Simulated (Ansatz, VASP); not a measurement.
## Sr2SO in VASP and in Ansatz

```
Sr S O
1.0
     4.04324    0.00000    0.00000
     0.00000    4.04324    0.00000
     0.00000    0.00000    5.71800
Sr S O
2 1 1
Cartesian
  0.0000 0.0000 0.0000
  2.0216 2.0216 2.8590
  0.0000 0.0000 2.8590
  2.0216 2.0216 0.0000
```

Alike in both runs: task single point; functional PBEsol; k mesh 4 × 4 × 3; no spin polarisation.

|  | VASP | Ansatz |
| --- | --- | --- |
| version | VASP 6.6.1 | Ansatz 0.2.0 |
| potentials or method | VASP PAW PBE potentials, release 64 (Sr_sv, S, O), cutoff 520 eV | plane waves, PAW |
| occupations | gaussian, width 0.01 eV | fixed |
| valence electrons in the cell | 32 | 32 |

```csv
,VASP,Ansatz,Ansatz less VASP
pressure (GPa),-2.4,-2.6,-0.25
"traceless stress, the component that is largest in VASP (GPa)",0.10,0.10,-0.002
```

VASP's potentials were made for PBE, not for PBEsol.
